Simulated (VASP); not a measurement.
# BiTe (Fm-3m) in VASP: further runs

The runs below take BiTe through single point, with PBE.

Everything below comes from runs of VASP 6.6.1. Logs are shortened: lines on timing, memory, paths and dates and some standing lists are left out, and cuts for length are marked.

## Step 1: The cell of the first run

Symmetry: Fm-3m, No. 225, cubic system. The conventional cell has a = 6.470 Å, b = 6.470 Å, c = 6.470 Å, α = 90.00°, β = 90.00°, γ = 90.00°. Within 4.3 Å of Bi (site symmetry m-3m) lie 6 Te at 3.23 Å. Within 4.3 Å of Te (site symmetry m-3m) lie 6 Bi at 3.23 Å.

## Step 2: Single point, PBE

File INCAR:

```
ALGO = Normal ; EDIFF = 1E-6
ENCUT = 520 ; GGA = PE
ISIF = 2 ; ISMEAR = 0
LASPH = T ; LCHARG = F
LREAL = F ; LWAVE = F
NBANDS = 18 ; NELM = 60
PREC = Accurate ; SIGMA = 0.016
```

File KPOINTS:

```
k-points
0
Gamma
  7 7 7
```

File POSCAR:

```
BiTe
1.0
    0.0000000000      3.2350000000      3.2350000000
    3.2350000000      0.0000000000      3.2350000000
    3.2350000000      3.2350000000      0.0000000000
Bi Te
1 1
Direct
    0.0000000000      0.0000000000      0.0000000000
    0.5000000000      0.5000000000      0.5000000000
```

Potentials or basis: VASP PAW PBE potentials, release 64 (Bi_d, Te).

Launch:

```sh
cat potpaw_PBE.64/Bi_d/POTCAR potpaw_PBE.64/Te/POTCAR > POTCAR
mpirun -np 1 vasp_std > vasp.out
```

OUTCAR:

```text
EDIFF = 1E-6
   ENCUT = 520
   GGA = PE
   ISIF = 2
   ISMEAR = 0
   LASPH = T
   LREAL = F
   NELM = 60
   PREC = Accurate

 ion  position               nearest neighbor table
   1  0.000  0.000  0.000-   2 3.23   2 3.23   2 3.23   2 3.23   2 3.23   2 3.23
   2  0.500  0.500  0.500-   1 3.23   1 3.23   1 3.23   1 3.23   1 3.23   1 3.23

  LATTYP: Found a face centered cubic cell.
 ALAT       =     6.4700000000

  Lattice vectors:

 A1 = (   0.0000000000,   3.2350000000,   3.2350000000)
 A2 = (   3.2350000000,   0.0000000000,   3.2350000000)
 A3 = (   3.2350000000,   3.2350000000,   0.0000000000)

Analysis of symmetry for initial positions (statically):
=====================================================================
 Subroutine PRICEL returns:
 Original cell was already a primitive cell.

 Routine SETGRP: Setting up the symmetry group for a
 face centered cubic supercell.

 Subroutine GETGRP returns: Found 48 space group operations
 (whereof 48 operations were pure point group operations)
 out of a pool of 48 trial point group operations.

The static configuration has the point symmetry O_h .

Analysis of symmetry for dynamics (positions and initial velocities):
=====================================================================
 Subroutine PRICEL returns:
 Original cell was already a primitive cell.

 Routine SETGRP: Setting up the symmetry group for a
 face centered cubic supercell.

 Subroutine GETGRP returns: Found 48 space group operations
 (whereof 48 operations were pure point group operations)
 out of a pool of 48 trial point group operations.

The dynamic configuration has the point symmetry O_h .

 Subroutine INISYM returns: Found 48 space group operations
 (whereof 48 operations are pure point group operations),
 and found     1 'primitive' translations

----------------------------------------------------------------------------------------

                                     Primitive cell

  volume of cell :      67.7100

  direct lattice vectors                    reciprocal lattice vectors
     0.000000000  3.235000000  3.235000000    -0.154559505  0.154559505  0.154559505
     3.235000000  0.000000000  3.235000000     0.154559505 -0.154559505  0.154559505
     3.235000000  3.235000000  0.000000000     0.154559505  0.154559505 -0.154559505

  length of vectors
     4.574980874  4.574980874  4.574980874     0.267704916  0.267704916  0.267704916

  position of ions in fractional coordinates (direct lattice)
     0.000000000  0.000000000  0.000000000
[... 72 lines left out ...]
   NELM   =     60;   NELMIN=  2; NELMDL= -5     # of ELM steps
   EDIFF  = 0.1E-05   stopping-criterion for ELM
   LREAL  =      F    real-space projection
   EDIFFG = 0.1E-04   stopping-criterion for IOM
   NSW    =      0    number of steps for IOM
   IBRION =     -1    ionic relax: 0-MD 1-quasi-New 2-CG
   NFREE  =      0    steps in history (QN), initial steepest desc. (CG)
   ISIF   =      2    stress and relaxation
   ISYM   =      2    0-nonsym 1-usesym 2-fastsym
   POTIM  = 0.5000    time-step for ionic-motion
   TEBEG  =    0.0;   TEEND  =   0.0 temperature during run
   PSTRESS=    0.0 pullay stress
   NELECT =      21.0000    total number of electrons
   NUPDOWN=      -1.0000    fix difference up-down
   EMIN   =  10.00;   EMAX   =-10.00  energy-range for DOS
   EFERMI =   0.00;   METHOD = LEGACY
   ISMEAR =     0;   SIGMA  =   0.02  broadening in eV -4-tet -1-fermi 0-gaus
   EFERMI_NEDOS =   21; number of points for ismear=-14 and -15
   IALGO  =     38    algorithm
   IMIX   =      4    mixing-type and parameters
     AMIX     =   0.40;   BMIX     =  1.00
     AMIX_MAG =   1.60;   BMIX_MAG =  1.00
  volume/ion in A,a.u.               =      33.86       228.46
  Fermi-wavevector in a.u.,A,eV,Ry     =   1.108146  2.094092 16.707785  1.227988
  Thomas-Fermi vector in A             =   2.244669
   LORBIT       =      0    0 simple, 1 ext, 2 COOP (PROOUT), +10 PAW based schemes
   GGA     = PE    functional components
   LHFCALC =     F    Hartree Fock is set to
   AEXX    =    0.0000 exact exchange contribution
   IVDW    =     0    specifies the selected vdW correction
   LEPSILON=     F    determine dielectric tensor
   LRPA    =     F    only Hartree local field effects (RPA)
 non-spin polarized calculation
 Gauss-broadening in eV      SIGMA  =   0.02
  energy-cutoff  :      520.00
  volume of cell :       67.71
 maximum number of plane-waves:      1841
 NGX is ok and might be reduce to    36
   NGX = 17   NGY = 17   NGZ = 17

 number of electron      21.0000001 magnetization

 Free energy of the ion-electron system (eV)
  ---------------------------------------------------
  ext. energy  EPLUGINS =         0.00000000
  ---------------------------------------------------
  free energy    TOTEN  =        -7.14366221 eV

  energy without entropy =       -7.14252567  energy(sigma->0) =       -7.14309394

 E-fermi :   6.6877     XC(G=0):  -9.4309

 val. band max:        6.6804603905   @ k =  -0.4286   0.1429   0.0000
 cond. band min:       6.6904013005   @ k =  -0.4286   0.1429   0.0000
 fundamental gap:      0.0099409100
 Fermi energy:         6.6877004125

 k-point     1 :       0.0000    0.0000    0.0000
  band No.  band energies     occupation
      1     -16.5038      2.00000
      2     -16.5038      2.00000
      3     -16.5014      2.00000
      4     -16.5014      2.00000
      5     -16.5014      2.00000
      6      -6.8661      2.00000
[... 397 lines left out ...]
      5     -16.4916      2.00000
      6      -4.6021      2.00000
[... 10 lines left out ...]
     17      16.0380      0.00000
     18      16.8882      0.00000

------------------------ aborting loop because EDIFF is reached ----------------------------------------

  FORCE on cell =-STRESS in cart. coord.  units (eV):
  Direction    XX          YY          ZZ          XY          YZ          ZX
  --------------------------------------------------------------------------------------
  -------------------------------------------------------------------------------------
  Total        0.4041468      0.4041468      0.4041468      0.0000000     -0.0000000      0.0000000
  in kB        9.5630593      9.5630593      9.5630593      0.0000000     -0.0000000      0.0000000
  external PRESSURE =       9.5630593 kB  Pullay stress =       0.0000000 kB

 VOLUME and BASIS-vectors are now :
 -----------------------------------------------------------------------------
  energy-cutoff  :      520.00
  volume of cell :       67.71
      direct lattice vectors                 reciprocal lattice vectors
     0.000000000  3.235000000  3.235000000    -0.154559505  0.154559505  0.154559505
     3.235000000  0.000000000  3.235000000     0.154559505 -0.154559505  0.154559505
     3.235000000  3.235000000  0.000000000     0.154559505  0.154559505 -0.154559505

 POSITION                                       TOTAL-FORCE (eV/Angst)
 -----------------------------------------------------------------------------------
      0.00000      0.00000      0.00000         0.000000      0.000000     -0.000000
      3.23500      3.23500      3.23500         0.000000      0.000000      0.000000
 -----------------------------------------------------------------------------------
    total drift:                               -0.000000      0.000000      0.000000

  FREE ENERGIE OF THE ION-ELECTRON SYSTEM (eV)
  ---------------------------------------------------
  free  energy   TOTEN  =        -7.1436622143 eV

  energy  without entropy=       -7.1425256744  energy(sigma->0) =       -7.14309394
```

stdout:

```text
POSCAR found type information on POSCAR BiTe
 POSCAR found :  2 types and       2 ions
 scaLAPACK will be used
 LDA part: xc-table for (Slater+PW92), standard interpolation
 POSCAR, INCAR and KPOINTS ok, starting setup
 FFT: planning ... GRIDC
 FFT: planning ... GRID_SOFT
 FFT: planning ... GRID
 WAVECAR not read
 entering main loop
```

Wall time 11 s (1 thread of Intel Xeon 6975P-C (Granite Rapids), shared host); peak memory 0.2 GiB.

What came out:

* Free energy: -7.1437 eV
* Pressure: 1.0 GPa

Caveat: spin-orbit coupling is left out, which moves the levels of the heavy elements.

## Step 3: Single point, PBE

File INCAR:

```
ALGO = Normal
EDIFF = 1E-6
ENCUT = 520
GGA = PE
ISIF = 2
ISMEAR = 0
LASPH = True
LCHARG = False
LREAL = False
LWAVE = False
NBANDS = 18
NELM = 60
PREC = Accurate
SIGMA = 0.02
```

KPOINTS is that of step 2.

POSCAR is that of step 2.

Potentials or basis: VASP PAW PBE potentials, release 64 (Bi_d, Te).

Launch:

```sh
cat potpaw_PBE.64/Bi_d/POTCAR potpaw_PBE.64/Te/POTCAR > POTCAR
mpirun -np 1 vasp_std > vasp.out
```

Run time: 10 s. Hardware: 1 thread of Intel Xeon 6975P-C (Granite Rapids), shared host; peak memory 0.21 GiB.

It converged, with:

```yaml
Free_energy: -7.1440 eV
Pressure: 0.9 GPa
```

Levels at points of the mesh, in eV from the Fermi level:
```csv
k point,band 6,band 7,band 8,band 9,band 10,band 11,band 12,band 13,band 14,band 15
"(0.00, 0.00, 0.00)",-13.55,-8.16,-2.57,-2.57,-2.57,2.12,2.12,2.12,4.63,4.63
```

Caveat: spin-orbit coupling is left out, which moves the levels of the heavy elements.

## Step 4: Single point, PBE

File INCAR:

```
SYSTEM = BiTe
PREC = Accurate ; ENCUT = 520
EDIFF = 1E-6 ; ISMEAR = 0
SIGMA = 0.020999999999999998 ; LREAL = .False.
LASPH = .True. ; NELM = 60
ALGO = Normal ; ISIF = 2
LWAVE = .False. ; LCHARG = .True.
GGA = PE ; LELF = .True.
LVHAR = .True. ; NBANDS = 18
```

File KPOINTS:

```
Automatic mesh
0
Gamma
  7 7 7
  0 0 0
```

POSCAR is that of step 3.

Launch:

```sh
cat potpaw_PBE.64/Bi_d/POTCAR potpaw_PBE.64/Te/POTCAR > POTCAR
mpirun -np 1 vasp_std > vasp.out
```

Wall time 12 s (1 thread of Intel Xeon 6975P-C (Granite Rapids), shared host); peak memory 0.21 GiB.

Results (log left out):

```yaml
Free_energy: -7.1440 eV
Pressure: 0.9 GPa
```

Levels at points of the mesh, in eV from the Fermi level:
```csv
k point,band 7,band 8,band 9,band 10,band 11,band 12,band 13,band 14
"(0.00, 0.00, 0.00)",-8.16,-2.57,-2.57,-2.57,2.12,2.12,2.12,4.63
```

Caveat: spin-orbit coupling is left out, which moves the levels of the heavy elements.

## Step 5: Single point, PBE

File INCAR:

```
PREC = Accurate
ENCUT = 520
EDIFF = 1E-6
ISMEAR = 0
SIGMA = 0.022
LREAL = False
LASPH = True
NELM = 100
ALGO = Normal
ISIF = 2
LWAVE = False
LCHARG = True
GGA = PE
LELF = True
LVHAR = True
NBANDS = 18
```

File KPOINTS:

```
regular mesh
0
Gamma
  7 7 7
```

POSCAR is that of step 4.

Launch:

```sh
cat potpaw_PBE.64/Bi_d/POTCAR potpaw_PBE.64/Te/POTCAR > POTCAR
mpirun -np 1 vasp_std > vasp.out
```

It took 11 s on 1 thread of Intel Xeon 6975P-C (Granite Rapids), shared host; peak memory 0.21 GiB.

Results (log left out):

```
Free energy : -7.1441 eV
Pressure    : 0.9 GPa
```

Levels at points of the mesh, in eV from the Fermi level:
```
           k point  band 8  band 9  band 10  band 11  band 12  band 13
(0.00, 0.00, 0.00)   -2.57   -2.57    -2.57     2.12     2.12     2.12
```

Caveat: spin-orbit coupling is left out, which moves the levels of the heavy elements.

## Step 6: The runs side by side

```csv
smearing,gap on the mesh (eV),pressure (GPa)
gaussian 0.016 eV,none,1.0
gaussian 0.02 eV,none,0.9
gaussian 0.021 eV,none,0.9
gaussian 0.022 eV,none,0.9
```

Alike in all rows: task single point; level PBE; potentials or basis VASP PAW PBE potentials, release 64 (Bi_d, Te); no spin polarisation; cell as given; k mesh 7 × 7 × 7; cutoff (eV) 520.

Every run on the cell as given and a fine mesh finds a metal.

Caveats: spin-orbit coupling is left out, which moves the levels of the heavy elements.

Total energies depend on the potentials used, so only differences within one code and one set of settings carry meaning.
